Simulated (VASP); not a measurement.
# WSe2 in VASP: notebook

Runs on WSe2. Level: PBEsol+D3(BJ). Tasks: single point.

Everything below comes from runs of VASP 6.6.1. Logs are shortened: lines on timing, memory, paths and dates and some standing lists are left out, and cuts for length are marked.

**1. The cell of the first run**

The cell holds a slab with vacuum, 3 atoms: a = 3.318 Å, b = 3.207 Å, c = 16.658 Å, α = 90.00°, β = 90.00°, γ = 121.16°.

**2. Single point, PBEsol+D3(BJ) (strain -0.0450 x Voigt [0, 1, 0, 0, 0, 0])**

Input file INCAR:

```
ALGO     = Normal         # electronic algorithm
EDIFF    = 1E-7           # SCF threshold, eV
ENCUT    = 520            # plane-wave cutoff, eV
GGA      = PS             # functional
ISIF     = 2              # what is computed and relaxed
ISMEAR   = 0              # smearing method
IVDW     = 12             # dispersion correction
LASPH    = True           # aspherical terms in the spheres
LCHARG   = False          # write CHGCAR
LREAL    = False          # projectors in reciprocal space
LWAVE    = False          # write WAVECAR
NBANDS   = 20             # bands
NELM     = 80             # most SCF steps
PREC     = Accurate       # precision mode
SIGMA    = 0.05           # smearing width, eV
```

Input file KPOINTS:

```
k-points
0
Gamma
  12 12 2
```

Input file POSCAR:

```
WSe2
1.0
    3.3179375931      0.0000000000      0.0000000000
   -1.6589687966      2.7441144228      0.0000000000
    0.0000000000      0.0000000000     16.6581424200
W Se
1 2
Direct
    0.0000000000      0.0000000000      0.0000000000
    0.3333333333      0.6666666667      0.0997865200
    0.3333333333      0.6666666667      0.9002134800
```

Potentials or basis: VASP PAW PBE potentials, release 64 (W_sv, Se).

Started as:

```sh
> cat potpaw_PBE.64/W_sv/POTCAR potpaw_PBE.64/Se/POTCAR > POTCAR
> mpirun -np 1 vasp_std > vasp.out
```

OUTCAR:

```text
EDIFF = 1E-7
   ENCUT = 520
   GGA = PS
   ISIF = 2
   ISMEAR = 0
   IVDW = 12
   LASPH = True
   LREAL = False
   NELM = 80
   PREC = Accurate
 IVDW          = 12

 ion  position               nearest neighbor table
   1  0.000  0.000  0.000-   2 2.47   3 2.47   2 2.52   3 2.52   2 2.52   3 2.52
   2  0.333  0.667  0.100-   1 2.47   1 2.52   1 2.52
   3  0.333  0.667  0.900-   1 2.47   1 2.52   1 2.52

  Warning from LATTYP: Monoclinic adjustment (A1->A3, A2->A1, A3->A2)!
  LATTYP: Found a base centered orthorhombic cell.
 ALAT       =     3.3179375931
 B/A-ratio  =     1.6541085212
 C/A-ratio  =     5.0206316281

  Lattice vectors:

 A1 = (   1.6589687966,  -2.7441144228,   0.0000000000)
 A2 = (   1.6589687965,   2.7441144228,   0.0000000000)
 A3 = (   0.0000000000,   0.0000000000,  16.6581424200)

Analysis of symmetry for initial positions (statically):
=====================================================================
 Subroutine PRICEL returns:
 Original cell was already a primitive cell.

 Routine SETGRP: Setting up the symmetry group for a
 base centered orthorhombic supercell.

 Subroutine GETGRP returns: Found  4 space group operations
 (whereof  4 operations were pure point group operations)
 out of a pool of  8 trial point group operations.

The static configuration has the point symmetry C_2v.

Analysis of symmetry for dynamics (positions and initial velocities):
=====================================================================
 Subroutine PRICEL returns:
 Original cell was already a primitive cell.

 Routine SETGRP: Setting up the symmetry group for a
 base centered orthorhombic supercell.

 Subroutine GETGRP returns: Found  4 space group operations
 (whereof  4 operations were pure point group operations)
 out of a pool of  8 trial point group operations.

The dynamic configuration has the point symmetry C_2v.

 Subroutine INISYM returns: Found  4 space group operations
 (whereof  4 operations are pure point group operations),
 and found     1 'primitive' translations

----------------------------------------------------------------------------------------

                                     Primitive cell

  volume of cell :     151.6691

  direct lattice vectors                    reciprocal lattice vectors
     3.317937593  0.000000000  0.000000000     0.301392046  0.182208145  0.000000000
    -1.658968797  2.744114423  0.000000000     0.000000000  0.364416291  0.000000000
     0.000000000  0.000000000 16.658142420     0.000000000  0.000000000  0.060030703

  length of vectors
     3.317937593  3.206609024 16.658142420     0.352188832  0.364416291  0.060030703

  position of ions in fractional coordinates (direct lattice)
     0.000000000  0.000000000  0.000000000
     0.333333333  0.666666667  0.099786520
     0.333333333  0.666666667  0.900213480

  ion indices of the primitive-cell ions
   primitive index   ion index
                 1           1
                 2           2
                 3           3

----------------------------------------------------------------------------------------

 KPOINTS: k-points

Automatic generation of k-mesh.
 Grid dimensions read from file:
 generate k-points for:   12   12    2

 Generating k-lattice:

  Cartesian coordinates                     Fractional coordinates (reciprocal lattice)
     0.025116004  0.015184012  0.000000000     0.083333333  0.000000000  0.000000000
     0.000000000  0.030368024  0.000000000     0.000000000  0.083333333  0.000000000
     0.000000000  0.000000000  0.030015351     0.000000000  0.000000000  0.500000000

  Length of vectors
     0.029349069  0.030368024  0.030015351

  Shift w.r.t. Gamma in fractional coordinates (k-lattice)
     0.000000000  0.000000000  0.000000000

 Subroutine IBZKPT returns following result:
 ===========================================

 Found     86 irreducible k-points:

 Following reciprocal coordinates:
            Coordinates               Weight
  0.000000  0.000000  0.000000      1.000000
  0.083333 -0.000000  0.000000      4.000000
  0.166667  0.000000  0.000000      4.000000
  0.250000  0.000000  0.000000      4.000000
  0.333333  0.000000  0.000000      4.000000
  0.416667  0.000000  0.000000      4.000000
[... 16 lines left out ...]
  0.333333  0.166667  0.000000      4.000000
  0.416667  0.166667  0.000000      4.000000
 [... further k-points ...]
   k-points           NKPTS =     86   k-points in BZ     NKDIM =     86   number of bands    NBANDS=     20
   number of dos      NEDOS =    301   number of ions     NIONS =      3
   total plane-waves  NPLWV =  84672
   dimension x,y,z NGX =    28 NGY =   24 NGZ =  126
   dimension x,y,z NGXF=    56 NGYF=   48 NGZF=  252
   ions per type =               1   2
   NGX,Y,Z   is equivalent  to a cutoff of  14.03, 12.44, 12.57 a.u.
   NGXF,Y,Z  is equivalent  to a cutoff of  28.06, 24.89, 25.15 a.u.
 SYSTEM =  unknown system
   PREC   = accura    normal or accurate (medium, high low for compatibility)
   ISTART =      0    job   : 0-new  1-cont  2-samecut
   ICHARG =      2    charge: 1-file 2-atom 10-const
   ISPIN  =      1    spin polarized calculation?
   LNONCOLLINEAR =      F non collinear calculations
   LSORBIT =      F    spin-orbit coupling
   LASPH  =      T    aspherical Exc in radial PAW
   ENCUT  =  520.0 eV  38.22 Ry    6.18 a.u.   6.17  5.96 30.97*2*pi/ulx,y,z
   NELM   =     80;   NELMIN=  2; NELMDL= -5     # of ELM steps
   EDIFF  = 0.1E-06   stopping-criterion for ELM
   LREAL  =      F    real-space projection
   EDIFFG = 0.1E-05   stopping-criterion for IOM
   NSW    =      0    number of steps for IOM
   IBRION =     -1    ionic relax: 0-MD 1-quasi-New 2-CG
   NFREE  =      0    steps in history (QN), initial steepest desc. (CG)
   ISIF   =      2    stress and relaxation
   ISYM   =      2    0-nonsym 1-usesym 2-fastsym
   POTIM  = 0.5000    time-step for ionic-motion
   TEBEG  =    0.0;   TEEND  =   0.0 temperature during run
   PSTRESS=    0.0 pullay stress
   NELECT =      26.0000    total number of electrons
   NUPDOWN=      -1.0000    fix difference up-down
   EMIN   =  10.00;   EMAX   =-10.00  energy-range for DOS
   EFERMI =   0.00;   METHOD = LEGACY
   ISMEAR =     0;   SIGMA  =   0.05  broadening in eV -4-tet -1-fermi 0-gaus
   EFERMI_NEDOS =   21; number of points for ismear=-14 and -15
   IALGO  =     38    algorithm
   IMIX   =      4    mixing-type and parameters
     AMIX     =   0.40;   BMIX     =  1.00
     AMIX_MAG =   1.60;   BMIX_MAG =  1.00
  volume/ion in A,a.u.               =      50.56       341.17
  Fermi-wavevector in a.u.,A,eV,Ry     =   0.909425  1.718564 11.252754  0.827054
  Thomas-Fermi vector in A             =   2.033468
   LORBIT       =      0    0 simple, 1 ext, 2 COOP (PROOUT), +10 PAW based schemes
   GGA     = PS    functional components
   LHFCALC =     F    Hartree Fock is set to
   AEXX    =    0.0000 exact exchange contribution
   IVDW    =    12    specifies the selected vdW correction
   LEPSILON=     F    determine dielectric tensor
   LRPA    =     F    only Hartree local field effects (RPA)
 non-spin polarized calculation
 Gauss-broadening in eV      SIGMA  =   0.05
  energy-cutoff  :      520.00
  volume of cell :      151.67
 maximum number of plane-waves:      4120
 NGX is ok and might be reduce to    28
   NGX = 13   NGY = 11   NGZ = 61

 number of electron      25.9999998 magnetization

 Free energy of the ion-electron system (eV)
  ---------------------------------------------------
  ext. energy  EPLUGINS =         0.00000000
  ---------------------------------------------------
  free energy    TOTEN  =       -23.17920003 eV

  energy without entropy =      -23.17920003  energy(sigma->0) =      -23.17920003

 E-fermi :  -0.5010     XC(G=0):  -4.8724

 val. band max:       -0.7439227950   @ k =   0.3333   0.3333   0.0000
 cond. band min:       0.9651033757   @ k =   0.1667   0.1667   0.0000
 fundamental gap:      1.7090261707
 Fermi energy:        -0.5010458733

 k-point     1 :       0.0000    0.0000    0.0000
  band No.  band energies     occupation
      1     -74.6242      2.00000
      2     -38.9243      2.00000
      3     -38.7784      2.00000
      4     -38.7097      2.00000
      5     -15.7972      2.00000
      6     -14.4390      2.00000
[... 12 lines left out ...]
     19       4.2558      0.00000
     20       4.6191      0.00000

 k-point     2 :       0.0833   -0.0000    0.0000
  band No.  band energies     occupation
      1     -74.6234      2.00000
      2     -38.9208      2.00000
      3     -38.7923      2.00000
      4     -38.7182      2.00000
      5     -15.6874      2.00000
      6     -14.3857      2.00000
[... 12 lines left out ...]
     19       4.3973      0.00000
     20       5.0232      0.00000

 k-point     3 :       0.1667    0.0000    0.0000
  band No.  band energies     occupation
      1     -74.6211      2.00000
      2     -38.9111      2.00000
      3     -38.8351      2.00000
      4     -38.7361      2.00000
      5     -15.3722      2.00000
      6     -14.2333      2.00000
[... 12 lines left out ...]
     19       4.7941      0.00000
     20       5.6684      0.00000

 k-point     4 :       0.2500    0.0000    0.0000
  band No.  band energies     occupation
      1     -74.6180      2.00000
      2     -38.8987      2.00000
      3     -38.8980      2.00000
      4     -38.7546      2.00000
      5     -14.8964      2.00000
      6     -14.0062      2.00000
[... 429 lines left out ...]
 k-point    23 :       0.3333    0.1667    0.0000
  band No.  band energies     occupation
      1     -74.6112      2.00000
      2     -38.9986      2.00000
      3     -38.8694      2.00000
      4     -38.8312      2.00000
      5     -13.6492      2.00000
      6     -13.4093      2.00000
[... 12 lines left out ...]
     19       7.0000      0.00000
     20       7.1890      0.00000

 k-point    24 :       0.4167    0.1667    0.0000
  band No.  band energies     occupation
      1     -74.6108      2.00000
      2     -39.0069      2.00000
      3     -38.8674      2.00000
      4     -38.8349      2.00000
      5     -13.5075      2.00000
      6     -13.3539      2.00000
[... 12 lines left out ...]
     19       7.4753      0.00000
     20       7.6180      0.00000

 [... further k-points ...]

------------------------ aborting loop because EDIFF is reached ----------------------------------------

 Edisp (eV)   -0.88126

 E8    (eV) :    -0.6126

  FORCE on cell =-STRESS in cart. coord.  units (eV):
  Direction    XX          YY          ZZ          XY          YZ          ZX
  --------------------------------------------------------------------------------------
  -------------------------------------------------------------------------------------
  Total      -0.97313     2.20629     1.28484    -0.00000     0.00000     0.00000
  in kB     -10.27977    23.30644    13.57259    -0.00000     0.00000     0.00000
  external pressure =        8.87 kB  Pullay stress =        0.00 kB

 VOLUME and BASIS-vectors are now :
 -----------------------------------------------------------------------------
  energy-cutoff  :      520.00
  volume of cell :      151.67
      direct lattice vectors                 reciprocal lattice vectors
     3.317937593  0.000000000  0.000000000     0.301392046  0.182208145  0.000000000
    -1.658968797  2.744114423  0.000000000     0.000000000  0.364416291  0.000000000
     0.000000000  0.000000000 16.658142420     0.000000000  0.000000000  0.060030703

 POSITION                                       TOTAL-FORCE (eV/Angst)
 -----------------------------------------------------------------------------------
      0.00000      0.00000      0.00000         0.000000     -0.429704      0.000000
     -0.00000      1.82941      1.66226        -0.000000      0.214852      0.396557
     -0.00000      1.82941     14.99588        -0.000000      0.214852     -0.396557
 -----------------------------------------------------------------------------------
    total drift:                                0.000001     -0.000075     -0.000000

  FREE ENERGIE OF THE ION-ELECTRON SYSTEM (eV)
  ---------------------------------------------------
  free  energy   TOTEN  =       -24.0604566454 eV

  energy  without entropy=      -24.0604566454  energy(sigma->0) =      -24.06045665
```

It took 3.7 min on 1 thread of AMD EPYC 9R45 (Zen 5), shared host; peak memory 0.41 GiB.

Results:

```yaml
Free_energy: -24.0605 eV
Largest_force: 0.451 eV/Å
Band_gap_on_the_k_mesh: 1.71 eV (least direct gap 1.75 eV)
Dispersion_energy_per_atom: -0.294 eV
```

Forces in eV/Å, atoms in the order of the input:
```
W    0.000 -0.430  0.000
Se   0.000  0.215  0.397
Se   0.000  0.215 -0.397
```

Caveat: the cell differs from its parent crystal (strain -0.0450 x Voigt [0, 1, 0, 0, 0, 0]); there is no dipole correction, which matters where the two faces differ; the PAW data sets were made with another functional, which shifts forces and pressure a little; spin-orbit coupling is left out, which moves the levels of the heavy elements.

**3. Single point, PBEsol+D3(BJ) (strain -0.0300 x Voigt [0, 1, 0, 0, 0, 0])**

Input file INCAR:

```
PREC = Accurate
ENCUT = 520
EDIFF = 1E-7
ISMEAR = 0
SIGMA = 0.05
LREAL = False
LASPH = True
NELM = 100
ALGO = Normal
ISIF = 2
LWAVE = False
LCHARG = True
GGA = PS
IVDW = 12
LELF = True
LVHAR = True
NBANDS = 20
```

Input file KPOINTS:

```
regular mesh
0
Gamma
  12 12 2
```

POSCAR, as its differences from that of step 2:

```diff
@@ -3,3 +3,3 @@
     3.3179375931      0.0000000000      0.0000000000
-   -1.6589687966      2.7441144228      0.0000000000
+   -1.6589687966      2.7872156965      0.0000000000
     0.0000000000      0.0000000000     16.6581424200
```

Potentials or basis: VASP PAW PBE potentials, release 64 (W_sv, Se).

Started as:

```sh
> cat potpaw_PBE.64/W_sv/POTCAR potpaw_PBE.64/Se/POTCAR > POTCAR
> mpirun -np 1 vasp_std > vasp.out
```

It took 3.8 min on 1 thread of AMD EPYC 9R45 (Zen 5), shared host; peak memory 0.42 GiB.

It converged, with:

```yaml
Free_energy: -24.0827 eV
Largest_force: 0.261 eV/Å
Band_gap_on_the_k_mesh: 1.67 eV
Dispersion_energy_per_atom: -0.289 eV
```

Forces in eV/Å, atoms in the order of the input:
```
W    0.000 -0.261  0.000
Se   0.000  0.130  0.209
Se   0.000  0.130 -0.209
```

Levels at points of the mesh, in eV from the valence-band top:
```tsv
k point	band 10	band 11	band 12	band 13	band 14	band 15	band 16	band 17
(0.00, 0.00, 0.00)	-2.20	-1.27	-1.14	-0.39	2.94	3.17	3.23	3.43
(0.50, 0.00, 0.00)	-2.94	-2.18	-1.06	-0.75	2.47	2.91	3.81	4.44
(0.00, 0.50, 0.00)	-3.26	-2.10	-1.10	-0.94	2.56	2.90	3.75	4.48
(0.00, 0.00, 0.50)	-2.20	-1.27	-1.14	-0.39	2.94	3.17	3.23	3.43
(0.50, 0.00, 0.50)	-2.94	-2.18	-1.06	-0.75	2.47	2.91	3.81	4.44
(0.00, 0.50, 0.50)	-3.26	-2.10	-1.10	-0.94	2.56	2.90	3.75	4.48
```

Caveat: the cell differs from its parent crystal (strain -0.0300 x Voigt [0, 1, 0, 0, 0, 0]); there is no dipole correction, which matters where the two faces differ; the PAW data sets were made with another functional, which shifts forces and pressure a little; spin-orbit coupling is left out, which moves the levels of the heavy elements.

[end of part 1 of 2]
